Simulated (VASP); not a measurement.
## BeGa3: single point with PBE

The system is BeGa3.

```
CELL_PARAMETERS angstrom
-2.04362 2.04362 3.79068
2.04362 -2.04362 3.79068
2.04362 2.04362 -3.79068
ATOMIC_POSITIONS crystal
Be 0.00000 0.00000 0.00000
Ga 0.75000 0.25000 0.50000
Ga 0.25000 0.75000 0.50000
Ga 0.50000 0.50000 0.00000
```

```
Program             : VASP 6.6.1
Task                : single point
Functional          : PBE
Potentials or basis : VASP PAW PBE potentials, release 64 (Be, Ga_d)
Cutoff              : 600 eV
k mesh              : 4 × 4 × 4, shifted
Occupations         : gaussian, width 0.1 eV
Spin                : no spin polarisation
```

```json
{
  "Pressure": "-0.1 GPa",
  "Band gap on the k mesh": "zero (an odd number of electrons rules out a gap without spin polarisation)"
}
```

Stress tensor (GPa, compression positive):
```
-0.68  0.00  0.00
 0.00 -0.68  0.00
 0.00  0.00  0.92
```

Levels at points of the mesh, in eV from the Fermi level:
```csv
k point,band 18,band 19,band 20,band 21,band 22,band 23,band 24,band 25
"(0.06, 0.06, 0.06)",-2.72,-1.98,-1.27,-1.09,0.82,1.69,2.12,2.49
```

Run time: 61 s on 1 thread of AMD EPYC 7R13 (shared host), peak memory 0.24 GiB.
